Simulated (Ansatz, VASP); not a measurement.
# MgS: VASP beside Ansatz

File INCAR:

```
  PREC = Accurate
  ENCUT = 600
  EDIFF = 1E-6
  ISMEAR = 0
  SIGMA = 0.01
  LREAL = F
  LASPH = T
  NELM = 120
  ALGO = Normal
  ISIF = 2
  LWAVE = F
  LCHARG = F
  GGA = PS
  NBANDS = 11
  GGA_COMPAT = F
```

The input KPOINTS:

```
regular mesh
0
Gamma
  6 6 6
```

POSCAR

```
MgS
1.0
    0.0000000000      2.8100000000      2.8100000000
    2.8100000000      0.0000000000      2.8100000000
    2.8100000000      2.8100000000      0.0000000000
Mg S
1 1
Direct
    0.0000000000      0.0000000000      0.0000000000
    0.2500000000      0.2500000000      0.2500000000
```

Input for Ansatz:

```yaml
crystal:
  lattice:
    - [0.0, 2.81, 2.81]
    - [2.81, 0.0, 2.81]
    - [2.81, 2.81, 0.0]
  atoms:
    - { symbol: Mg, position: [0.0, 0.0, 0.0] }
    - { symbol: S, position: [0.25, 0.25, 0.25] }
basis:
  ecutwfc: 420
kpoints:
  mp_grid: { grid: [6, 6, 6] }
  band_path:
    path:
      - [0.0, 0.0, 0.0]
      - [0.0, 0.0, 0.0]
      - [0.0, 0.0, 0.0]
      - [0.0, 0.0, 0.0]
      - [0.0, 0.0, 0.0]
      - [0.0, 0.0, 0.0]
      - [0.0, 0.0, 0.0]
      - [0.0, 0.0, 0.0]
      - [0.0, 0.0, 0.0]
      - [0.0, 0.0, 0.0]
      - [0.0, 0.0, 0.0]
      - [0.0, 0.0, 0.0]
      - [0.0, 0.0, 0.0]
      - [0.0, 0.0, 0.0]
      - [0.0, 0.0, 0.0]
      - [0.0, 0.0, 0.0]
      - [0.0, 0.0, 0.0]
      - [0.0, 0.0, 0.0]
      - [0.0, 0.0, 0.0]
      - [0.0, 0.0, 0.0]
      - [0.0, 0.0, 0.0]
      - [0.0, 0.0, 0.0]
      - [0.0, 0.0, 0.0]
      - [0.0, 0.0, 0.0]
      - [0.0, 0.0, 0.0]
      - [0.0, 0.0, 0.0]
      - [0.3, 0.3, 0.0]
      - [0.3166666667, 0.3166666667, 0.0]
      - [0.3333333333, 0.3333333333, 0.0]
      - [0.35, 0.35, 0.0]
      - [0.3666666667, 0.3666666667, 0.0]
      - [0.3833333333, 0.3833333333, 0.0]
      - [0.4, 0.4, 0.0]
      - [0.4166666667, 0.4166666667, 0.0]
      - [0.4333333333, 0.4333333333, 0.0]
      - [0.45, 0.45, 0.0]
      - [0.4666666667, 0.4666666667, 0.0]
      - [0.4833333333, 0.4833333333, 0.0]
      - [0.5, 0.5, 0.0]
      - [0.5, 0.5, 0.5]
      - [0.5, 0.5, 0.5]
      - [0.5, 0.5, 0.5]
      - [0.5, 0.5, 0.5]
      - [0.5, 0.5, 0.5]
      - [0.5, 0.5, 0.5]
      - [0.5, 0.5, 0.5]
      - [0.5, 0.5, 0.5]
      - [0.5, 0.5, 0.5]
      - [0.5, 0.5, 0.5]
      - [0.5, 0.5, 0.5]
      - [0.5, 0.5, 0.5]
      - [0.5, 0.5, 0.5]
    npoints: 1
hamiltonian:
  xc: pbesol
  pseudopotentials: { kind: paw, azcp: { folder: soft_1 } }
scf:
  occupations: { method: fixed }
  n_extra_bands: 5
output:
  eigenvalues: true
```

Alike in both runs: task single point; functional PBEsol; k mesh 6 × 6 × 6; no spin polarisation.

|  | VASP | Ansatz |
| --- | --- | --- |
| version | VASP 6.6.1 | Ansatz 0.2.0 |
| potentials or method | VASP PAW PBE potentials, release 64 (Mg, S), cutoff 600 eV | scalar-relativistic, plane waves, PAW |
| occupations | gaussian, width 0.01 eV | fixed |
| valence electrons in the cell | 8 | 16 |

|  | VASP | Ansatz | Ansatz less VASP |
| --- | --- | --- | --- |
| gap on the k mesh at the Fermi level (eV) | 3.41 | 3.40 | -0.003 |
| least direct gap on the mesh (eV) | 3.41 | 3.40 | -0.003 |

VASP's potentials were made for PBE, not for PBEsol, and Ansatz warns of the same on its side. VASP's potentials hold 8 valence electrons a cell and Ansatz's 16, so a difference there can come from the potentials and not from the codes.
